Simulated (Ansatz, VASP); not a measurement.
MgCd2Se3: VASP beside Ansatz

```xyz
6
Lattice="4.0068 0.0000 0.0000 -2.0034 3.4700 0.0000 0.0000 0.0000 9.8138" Properties=species:S:1:pos:R:3 pbc="T T T"
Mg    0.0000    0.0000    0.0000
Cd    0.0000    2.3133    6.5795
Cd    2.0034    1.1567    3.2342
Se    0.0000    2.3133    1.5468
Se    2.0034    1.1567    8.2669
Se    0.0000    0.0000    4.9069
```

Change from the starting cell: species swapped into the CaSm2S3 type (P-3m1, No. 164).

Alike in both runs: functional PBE; k mesh 12 × 12 × 4; occupations gaussian, width 0.01 eV; no spin polarisation.

Ansatz relaxed the structure, and its values are those at the end. VASP's run is a single point on that final structure, the one shown.

```csv
,VASP,Ansatz
version,VASP 6.6.1,Ansatz 0.2.0
potentials or method,"VASP PAW PBE potentials, release 64 (Mg, Cd, Se), cutoff 520 eV","scalar-relativistic, plane waves, PAW"
valence electrons in the cell,44,98
```

Ansatz gave:

- gap on the k mesh at the Fermi level (eV): 0.19
- least direct gap on the mesh (eV): 0.77
- pressure (GPa): 0.0
- rms of the force components (eV/Å): 0.002

**Question.** What did VASP give for the same quantities?

**Answer.** gap on the k mesh at the Fermi level (eV): 0.17; least direct gap on the mesh (eV): 0.75; pressure (GPa): 0.2; rms of the force components (eV/Å): 0.011.

VASP's potentials hold 44 valence electrons a cell and Ansatz's 98, so a difference there can come from the potentials and not from the codes.
